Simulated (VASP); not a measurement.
Cd:

```
CELL_PARAMETERS angstrom
-2.72918 2.72918 1.48882
2.72918 -2.72918 1.48882
2.72918 2.72918 -1.48882
ATOMIC_POSITIONS crystal
Cd 0.00000 0.00000 0.00000
Cd 0.75000 0.25000 0.50000
```

```yaml
Program: VASP 6.6.1
Task: relaxation of cell and atoms
Functional: r2SCAN
Potentials_or_basis: VASP PAW PBE potentials, release 64 (Cd)
Cutoff: 600 eV
k_mesh: 6 × 6 × 6
Occupations: gaussian, width 0.1 eV
Spin: no spin polarisation
```

At the start: pressure 5.9 GPa; volume 22.18 Å³/atom.

Question: How do energy, volume and symmetry change on relaxing?

Answer: Over 4 steps the energy falls by 69.0 meV/atom and the volume is 24.62 Å³/atom (+11.0 %); space group I4_1/amd (No. 141, to 0.05 Å).

Step by step:
```csv
step,energy change (eV),largest force (eV/Å),pressure (GPa),volume (Å³)
1,0.0000,0.0000,5.93,44.36
2,-0.1352,0.0000,-0.57,49.78
3,-0.1352,0.0000,-0.50,49.70
4,-0.1380,0.0000,-0.10,49.24
```

Final structure:
```
CELL_PARAMETERS angstrom
-2.89345 2.89345 1.47023
2.89345 -2.89345 1.47023
2.89345 2.89345 -1.47023
ATOMIC_POSITIONS crystal
Cd 0.00000 0.00000 0.00000
Cd 0.75000 0.25000 0.50000
```

Caveat: the k points lie up to 0.40 Å⁻¹ apart in the final cell; the PAW data sets were made with another functional, which shifts forces and pressure a little.
